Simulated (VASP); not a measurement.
## PbO: single point with r2SCAN

PbO:

```
CELL_PARAMETERS angstrom
4.19686 0.00000 0.00000
-2.09843 3.63459 0.00000
0.00000 0.00000 5.62229
ATOMIC_POSITIONS crystal
Pb 0.33333 0.66667 0.98047
Pb 0.66667 0.33333 0.48047
O 0.33333 0.66667 0.39453
O 0.66667 0.33333 0.89453
```

```
Program             : VASP 6.6.1
Task                : single point
Functional          : r2SCAN
Potentials or basis : VASP PAW PBE potentials, release 64 (Pb_d, O)
Cutoff              : 520 eV
k mesh              : 12 × 12 × 4
Occupations         : gaussian, width 0.01 eV
Spin                : no spin polarisation
```

```yaml
Pressure: 0.3 GPa
Largest_force: 0.038 eV/Å
Band_gap_on_the_k_mesh: 2.04 eV (least direct gap 2.33 eV)
```

Forces on the atoms (eV/Å):
```
Pb   0.000  0.000 -0.038
Pb   0.000  0.000 -0.038
O    0.000  0.000  0.038
O    0.000  0.000  0.038
```

Stress tensor (GPa, compression positive):
```
0.22 0.00 0.00
0.00 0.22 0.00
0.00 0.00 0.37
```

Levels at points of the mesh, in eV from the valence-band top:
| k point | band 18 | band 19 | band 20 | band 21 | band 22 | band 23 |
| --- | --- | --- | --- | --- | --- | --- |
| (0.00, 0.00, 0.00) | -2.31 | -2.30 | -2.30 | 4.05 | 4.95 | 4.95 |
| (0.50, 0.00, 0.00) | -2.70 | -1.02 | -0.84 | 2.28 | 3.69 | 5.19 |
| (0.00, 0.00, 0.50) | -2.66 | -1.68 | -1.68 | 3.87 | 3.87 | 5.09 |
| (0.50, 0.00, 0.50) | -2.80 | -0.68 | -0.68 | 2.04 | 2.04 | 5.11 |

Wall time 2.8 min on 1 thread of Intel(R) Xeon(R) 6975P-C (Granite Rapids), with other jobs on the host, peak memory 0.28 GiB.

Caveat: the PAW data sets were made with another functional, which shifts forces and pressure a little; spin-orbit coupling is left out, which moves the levels of the heavy elements. A k mesh can miss the band edges.
